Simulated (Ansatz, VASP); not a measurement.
**Two plane-wave programs on Ba3TaH9**

```
Ba Ta H
1.0
     5.79295    0.00000    0.00000
    -2.89647    5.01684    0.00000
     0.00000    0.00000    7.14595
Ba Ta H
3 1 9
Direct
  0.66667 0.33333 0.72093
  0.00000 0.00000 0.00000
  0.33333 0.66667 0.27907
  0.00000 0.00000 0.50000
  0.15478 0.30956 0.65310
  0.69044 0.84522 0.65310
  0.15478 0.84522 0.65310
  0.50000 0.00000 0.00000
  0.00000 0.50000 0.00000
  0.50000 0.50000 0.00000
  0.84522 0.69044 0.34690
  0.30956 0.15478 0.34690
  0.84522 0.15478 0.34690
```

Alike in both runs: task relaxation of cell and atoms; functional PBE; k mesh 3 × 3 × 4; occupations gaussian, width 0.1 eV; no spin polarisation.

|  | VASP | Ansatz |
| --- | --- | --- |
| version | VASP 6.6.1 | Ansatz 0.2.0 |
| potentials or method | VASP PAW PBE potentials, release 64 (Ba_sv, Ta_pv, H), cutoff 600 eV | scalar-relativistic, plane waves, PAW |
| valence electrons in the cell | 50 | 52 |

|  | VASP | Ansatz | Ansatz less VASP |
| --- | --- | --- | --- |
| gap on the k mesh at the Fermi level, each at its own relaxed structure (eV) | none | none | - |
| relaxed volume (Å³/atom) | 16.24 | 16.06 | -0.188 |
| relaxed length of the cell vector where the two differ most in proportion (Å) | 7.288 | 7.245 | -0.0434 |

A gap of «none» marks a metal or a gap that the smearing closes. VASP's potentials hold 50 valence electrons a cell and Ansatz's 52, so a difference there can come from the potentials and not from the codes.

The k mesh is coarse, so the values compare programs but aren't converged. Spin-orbit coupling is off throughout.
